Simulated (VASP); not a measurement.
# SnO2 (Pbcn) in VASP: a series of runs, part 2 of 2

VASP 6.6.1. The steps go on from the part before.

## Step 3: Single point, PBE (13.81 Å³/atom)

This run uses another cell than the first one, of 13.81 Å³/atom.

INCAR

```
PREC = Accurate
ENCUT = 520
EDIFF = 1E-7
ISMEAR = 0
SIGMA = 0.05
LREAL = False
LASPH = True
NELM = 60
ALGO = Normal
ISIF = 2
LWAVE = False
LCHARG = False
GGA = PE
NBANDS = 64
```

KPOINTS

```
regular mesh
0
Gamma
  6 6 6
```

POSCAR

```
SnO2
1.0
    4.8759965169      0.0000000000      0.0000000000
    0.0000000000      6.2952841147      0.0000000000
    0.0000000000      0.0000000000      5.4003508480
Sn O
4 8
Direct
    0.5000000000      0.6651654903      0.7500000000
    0.0000000000      0.8348345097      0.2500000000
    0.5000000000      0.3348345097      0.2500000000
    0.0000000000      0.1651654903      0.7500000000
    0.7301204269      0.6070551965      0.0781681516
    0.2301204269      0.8929448035      0.9218318484
    0.7698795731      0.8929448035      0.5781681516
    0.2698795731      0.6070551965      0.4218318484
    0.7301204269      0.3929448035      0.5781681516
    0.2301204269      0.1070551965      0.4218318484
    0.7698795731      0.1070551965      0.0781681516
    0.2698795731      0.3929448035      0.9218318484
```

Potentials or basis: VASP PAW PBE potentials, release 64 (Sn_d, O).

Command:

```bash
> cat potpaw_PBE.64/Sn_d/POTCAR potpaw_PBE.64/O/POTCAR > POTCAR
> mpirun -np 1 vasp_std > vasp.out
```

OUTCAR:

```text
PREC = Accurate
   ENCUT = 520
   EDIFF = 1E-7
   ISMEAR = 0
   LREAL = False
   LASPH = True
   NELM = 60
   ISIF = 2
   GGA = PE

 ion  position               nearest neighbor table
   1  0.500  0.665  0.750-   5 2.13   8 2.13   7 2.16   6 2.16   9 2.25  12 2.25   3 3.41   3 3.41

   2  0.000  0.835  0.250-   6 2.13   7 2.13   5 2.16   8 2.16  10 2.25  11 2.25   4 3.41   4 3.41

   3  0.500  0.335  0.250-   9 2.13  12 2.13  11 2.16  10 2.16   5 2.25   8 2.25   1 3.41   1 3.41

   4  0.000  0.165  0.750-  10 2.13  11 2.13   9 2.16  12 2.16   6 2.25   7 2.25   2 3.41   2 3.41

   5  0.730  0.607  0.078-   1 2.13   2 2.16   3 2.25
   6  0.230  0.893  0.922-   2 2.13   1 2.16   4 2.25
   7  0.770  0.893  0.578-   2 2.13   1 2.16   4 2.25
   8  0.270  0.607  0.422-   1 2.13   2 2.16   3 2.25
   9  0.730  0.393  0.578-   3 2.13   4 2.16   1 2.25
  10  0.230  0.107  0.422-   4 2.13   3 2.16   2 2.25
  11  0.770  0.107  0.078-   4 2.13   3 2.16   2 2.25
  12  0.270  0.393  0.922-   3 2.13   4 2.16   1 2.25

  LATTYP: Found a simple orthorhombic cell.
 ALAT       =     4.8759965169
 B/A-ratio  =     1.1075378806
 C/A-ratio  =     1.2910764175

  Lattice vectors:

 A1 = (  -4.8759965169,   0.0000000000,   0.0000000000)
 A2 = (   0.0000000000,   0.0000000000,   5.4003508480)
 A3 = (   0.0000000000,   6.2952841147,   0.0000000000)

Analysis of symmetry for initial positions (statically):
=====================================================================
 Subroutine PRICEL returns:
 Original cell was already a primitive cell.

 Routine SETGRP: Setting up the symmetry group for a
 simple orthorhombic supercell.

 Subroutine GETGRP returns: Found  8 space group operations
 (whereof  2 operations were pure point group operations)
 out of a pool of  8 trial point group operations.

The static configuration has the point symmetry S_2 .
 The point group associated with its full space group is D_2h.

Analysis of symmetry for dynamics (positions and initial velocities):
=====================================================================
 Subroutine PRICEL returns:
 Original cell was already a primitive cell.

 Routine SETGRP: Setting up the symmetry group for a
 simple orthorhombic supercell.

 Subroutine GETGRP returns: Found  8 space group operations
 (whereof  2 operations were pure point group operations)
 out of a pool of  8 trial point group operations.

The dynamic configuration has the point symmetry S_2 .
 The point group associated with its full space group is D_2h.

 Subroutine INISYM returns: Found  8 space group operations
 (whereof  2 operations are pure point group operations),
 and found     1 'primitive' translations

----------------------------------------------------------------------------------------

                                     Primitive cell

  volume of cell :     165.7680

  direct lattice vectors                    reciprocal lattice vectors
     4.875996517  0.000000000  0.000000000     0.205086283  0.000000000  0.000000000
     0.000000000  6.295284115  0.000000000     0.000000000  0.158849066  0.000000000
     0.000000000  0.000000000  5.400350848     0.000000000  0.000000000  0.185173154

[... 86 lines left out ...]
   number of dos      NEDOS =    301   number of ions     NIONS =     12
   total plane-waves  NPLWV =  69120
   dimension x,y,z NGX =    36 NGY =   48 NGZ =   40
   dimension x,y,z NGXF=    72 NGYF=   96 NGZF=   80
   ions per type =               4   8
   NGX,Y,Z   is equivalent  to a cutoff of  12.27, 12.68, 12.31 a.u.
   NGXF,Y,Z  is equivalent  to a cutoff of  24.55, 25.35, 24.63 a.u.
 SYSTEM =  unknown system
   PREC   = accura    normal or accurate (medium, high low for compatibility)
   ISTART =      0    job   : 0-new  1-cont  2-samecut
   ICHARG =      2    charge: 1-file 2-atom 10-const
   ISPIN  =      1    spin polarized calculation?
   LNONCOLLINEAR =      F non collinear calculations
   LSORBIT =      F    spin-orbit coupling
   LASPH  =      T    aspherical Exc in radial PAW
   ENCUT  =  520.0 eV  38.22 Ry    6.18 a.u.   9.07 11.71 10.04*2*pi/ulx,y,z
   NELM   =     60;   NELMIN=  2; NELMDL= -5     # of ELM steps
   EDIFF  = 0.1E-06   stopping-criterion for ELM
   LREAL  =      F    real-space projection
   EDIFFG = 0.1E-05   stopping-criterion for IOM
   NSW    =      0    number of steps for IOM
   IBRION =     -1    ionic relax: 0-MD 1-quasi-New 2-CG
   NFREE  =      0    steps in history (QN), initial steepest desc. (CG)
   ISIF   =      2    stress and relaxation
   ISYM   =      2    0-nonsym 1-usesym 2-fastsym
   POTIM  = 0.5000    time-step for ionic-motion
   TEBEG  =    0.0;   TEEND  =   0.0 temperature during run
   PSTRESS=    0.0 pullay stress
   NELECT =     104.0000    total number of electrons
   NUPDOWN=      -1.0000    fix difference up-down
   EMIN   =  10.00;   EMAX   =-10.00  energy-range for DOS
   EFERMI =   0.00;   METHOD = LEGACY
   ISMEAR =     0;   SIGMA  =   0.05  broadening in eV -4-tet -1-fermi 0-gaus
   EFERMI_NEDOS =   21; number of points for ismear=-14 and -15
   IALGO  =     38    algorithm
   IMIX   =      4    mixing-type and parameters
     AMIX     =   0.40;   BMIX     =  1.00
     AMIX_MAG =   1.60;   BMIX_MAG =  1.00
  volume/ion in A,a.u.               =      13.81        93.22
  Fermi-wavevector in a.u.,A,eV,Ry     =   1.401476  2.648406 26.723684  1.964135
  Thomas-Fermi vector in A             =   2.524334
   LORBIT       =      0    0 simple, 1 ext, 2 COOP (PROOUT), +10 PAW based schemes
   GGA     = PE    functional components
   LHFCALC =     F    Hartree Fock is set to
   AEXX    =    0.0000 exact exchange contribution
   IVDW    =     0    specifies the selected vdW correction
   LEPSILON=     F    determine dielectric tensor
   LRPA    =     F    only Hartree local field effects (RPA)
 non-spin polarized calculation
 Gauss-broadening in eV      SIGMA  =   0.05
  energy-cutoff  :      520.00
  volume of cell :      165.77
 maximum number of plane-waves:      4514
   NGX = 19   NGY = 23   NGZ = 21

 number of electron     104.0000049 magnetization

 Free energy of the ion-electron system (eV)
  ---------------------------------------------------
  ext. energy  EPLUGINS =         0.00000000
  ---------------------------------------------------
  free energy    TOTEN  =       -73.40162722 eV

  energy without entropy =      -73.40078120  energy(sigma->0) =      -73.40120421

 E-fermi :   4.3354     XC(G=0): -10.5329

 val. band max:        4.2742149565   @ k =   0.0000   0.0000   0.0000
 cond. band min:       4.8628683969   @ k =   0.0000   0.1667   0.0000
 fundamental gap:      0.5886534404
 Fermi energy:         4.3354464162

 k-point     1 :       0.0000    0.0000    0.0000
  band No.  band energies     occupation
      1     -16.3672      2.00000
      2     -16.2417      2.00000
      3     -16.1924      2.00000
      4     -16.0973      2.00000
      5     -16.0073      2.00000
      6     -15.9209      2.00000
[... 1597 lines left out ...]
     63      13.6710      0.00000
     64      13.6710      0.00000

 [... further k-points ...]

------------------------ aborting loop because EDIFF is reached ----------------------------------------

  FORCE on cell =-STRESS in cart. coord.  units (eV):
  Direction    XX          YY          ZZ          XY          YZ          ZX
  --------------------------------------------------------------------------------------
  -------------------------------------------------------------------------------------
  Total      -12.4278177    -19.4184799    -13.8126900      0.0000000      0.0000000      0.0000000
  in kB     -120.1170781   -187.6830773   -133.5021161      0.0000000      0.0000000      0.0000000
  external PRESSURE =    -147.1007572 kB  Pullay stress =       0.0000000 kB

 VOLUME and BASIS-vectors are now :
 -----------------------------------------------------------------------------
  energy-cutoff  :      520.00
  volume of cell :      165.77
      direct lattice vectors                 reciprocal lattice vectors
     4.875996517  0.000000000  0.000000000     0.205086283  0.000000000  0.000000000
     0.000000000  6.295284115  0.000000000     0.000000000  0.158849066  0.000000000
     0.000000000  0.000000000  5.400350848     0.000000000  0.000000000  0.185173154

 POSITION                                       TOTAL-FORCE (eV/Angst)
 -----------------------------------------------------------------------------------
      2.43800      4.18741      4.05026         0.000000     -0.209497      0.000000
      0.00000      5.25552      1.35009         0.000000      0.209497      0.000000
      2.43800      2.10788      1.35009         0.000000      0.209497     -0.000000
      0.00000      1.03976      4.05026         0.000000     -0.209497      0.000000
      3.56006      3.82158      0.42214        -0.110852      0.205544     -0.039550
      1.12207      5.62134      4.97822        -0.110852     -0.205544      0.039550
      3.75393      5.62134      3.12231         0.110852     -0.205544     -0.039550
      1.31593      3.82158      2.27804         0.110852      0.205544      0.039550
      3.56006      2.47370      3.12231        -0.110852     -0.205544     -0.039550
      1.12207      0.67394      2.27804        -0.110852      0.205544      0.039550
      3.75393      0.67394      0.42214         0.110852      0.205544     -0.039550
      1.31593      2.47370      4.97822         0.110852     -0.205544      0.039550
 -----------------------------------------------------------------------------------
    total drift:                                0.000000      0.000000     -0.000000

  FREE ENERGIE OF THE ION-ELECTRON SYSTEM (eV)
  ---------------------------------------------------
  free  energy   TOTEN  =       -73.4016272228 eV

  energy  without entropy=      -73.4007811993  energy(sigma->0) =      -73.40120421
```

Wall time 7.5 min (1 thread of Intel Xeon 6975P-C (Granite Rapids), shared host); peak memory 0.57 GiB.

What came out:

```
Free energy            : -73.4016 eV
Pressure               : -14.7 GPa
Largest force          : 0.237 eV/Å
Band gap on the k mesh : zero (filled and empty bands touch)
```

Forces in eV/Å, atoms in the order of the input:
```
Sn   0.000 -0.209  0.000
Sn   0.000  0.209  0.000
Sn   0.000  0.209  0.000
Sn   0.000 -0.209  0.000
O   -0.111  0.206 -0.040
O   -0.111 -0.206  0.040
O    0.111 -0.206 -0.040
O    0.111  0.206  0.040
O   -0.111 -0.206 -0.040
O   -0.111  0.206  0.040
O    0.111  0.206 -0.040
O    0.111 -0.206  0.040
```

Stress tensor (GPa, compression positive):
```
-12.01   0.00   0.00
  0.00 -18.77   0.00
  0.00   0.00 -13.35
```

Caveat: the stress differs along the axes, from -19 to -12 GPa; semilocal functionals underestimate gaps, and a narrow one can read as zero; spin-orbit coupling is left out, which moves the levels of the heavy elements.

## Step 4: Single point, PBE (12.33 Å³/atom)

INCAR

```
SYSTEM = SnO2
PREC = Accurate
ENCUT = 520
EDIFF = 1E-6
ISMEAR = 0
SIGMA = 0.05
LREAL = .FALSE.
LASPH = .TRUE.
NELM = 100
ALGO = Normal
ISIF = 2
LWAVE = .FALSE.
LCHARG = .TRUE.
GGA = PE
LELF = .TRUE.
LVHAR = .TRUE.
NBANDS = 64
```

KPOINTS

```
Automatic mesh
0
G
  6 6 6
  0 0 0
```

POSCAR, as its differences from that of step 3:

```diff
@@ -2,5 +2,5 @@
 1.0
-    4.8759965169      0.0000000000      0.0000000000
-    0.0000000000      6.2952841147      0.0000000000
-    0.0000000000      0.0000000000      5.4003508480
+    4.8548357832      0.0000000000      0.0000000000
+    0.0000000000      5.6700875759      0.0000000000
+    0.0000000000      0.0000000000      5.3769145338
 Sn O
```

Command:

```bash
> cat potpaw_PBE.64/Sn_d/POTCAR potpaw_PBE.64/O/POTCAR > POTCAR
> mpirun -np 1 vasp_std > vasp.out
```

Wall time 8.6 min (1 thread of Intel Xeon Platinum 8259CL at 2.50GHz (Skylake/Cascade Lake), shared host); peak memory 0.51 GiB.

The run converged. Its results:

- Free energy: -74.3269 eV
- Pressure: 0.4 GPa
- Largest force: 0.136 eV/Å
- Band gap on the k mesh: 0.88 eV (least direct gap 0.92 eV)

Forces in eV/Å, atoms in the order of the input:
```
Sn   0.000  0.057  0.000
Sn   0.000 -0.057  0.000
Sn   0.000 -0.057  0.000
Sn   0.000  0.057  0.000
O   -0.098 -0.032 -0.089
O   -0.098  0.032  0.089
O    0.098  0.032 -0.089
O    0.098 -0.032  0.089
O   -0.098  0.032 -0.089
O   -0.098 -0.032  0.089
O    0.098 -0.032 -0.089
O    0.098  0.032  0.089
```

Stress tensor (GPa, compression positive):
```
-1.23  0.00  0.00
 0.00  4.74  0.00
 0.00  0.00 -2.23
```

Levels at points of the mesh, in eV from the valence-band top:
```tsv
k point	band 49	band 50	band 51	band 52	band 53	band 54	band 55	band 56
(0.00, 0.00, 0.00)	-0.48	-0.26	-0.08	-0.03	0.88	5.60	5.82	6.53
(0.50, 0.00, 0.00)	-0.26	-0.26	-0.06	-0.06	4.09	4.09	4.75	4.75
(0.00, 0.50, 0.00)	-0.94	-0.94	-0.20	-0.20	3.61	3.61	6.42	6.42
(0.50, 0.50, 0.00)	-0.65	-0.65	-0.29	-0.29	4.49	4.49	5.55	5.55
(0.00, 0.00, 0.50)	-0.37	-0.37	-0.12	-0.12	3.95	3.95	5.69	5.69
(0.50, 0.00, 0.50)	-0.21	-0.21	-0.21	-0.21	4.52	4.52	4.52	4.52
(0.00, 0.50, 0.50)	-0.39	-0.39	-0.39	-0.39	5.04	5.04	5.04	5.04
(0.50, 0.50, 0.50)	-0.45	-0.45	-0.45	-0.45	4.97	4.97	4.97	4.97
```

Caveat: the stress differs along the axes, from -2 to 5 GPa; spin-orbit coupling is left out, which moves the levels of the heavy elements. A k mesh can miss the band edges.

## Step 5: The runs side by side

```csv
cell,gap on the mesh (eV),pressure (GPa),largest force (eV/Å)
"a = 4.727, b = 5.981, c = 5.235 Å, 12 atoms",1.02,1.0,0.18
"a = 4.876, b = 6.295, c = 5.400 Å, 12 atoms",none,-14.7,0.24
"a = 4.855, b = 5.670, c = 5.377 Å, 12 atoms",0.88,0.4,0.14
```

Alike in all rows: task single point; level PBE; potentials or basis VASP PAW PBE potentials, release 64 (Sn_d, O); no spin polarisation; k mesh 6 × 6 × 6; cutoff (eV) 520; smearing gaussian 0.05 eV.

Caveats: spin-orbit coupling is left out, which moves the levels of the heavy elements; the stress differs along the axes, from -3 to 4 GPa (at least some runs); the stress differs along the axes, from -19 to -12 GPa (at least some runs); semilocal functionals underestimate gaps, and a narrow one can read as zero (at least some runs); the stress differs along the axes, from -2 to 5 GPa (at least some runs).

Total energies depend on the potentials used, so only differences within one code and one set of settings carry meaning.

The gap in the log of VASP goes by the Fermi energy; the results here count the filled bands.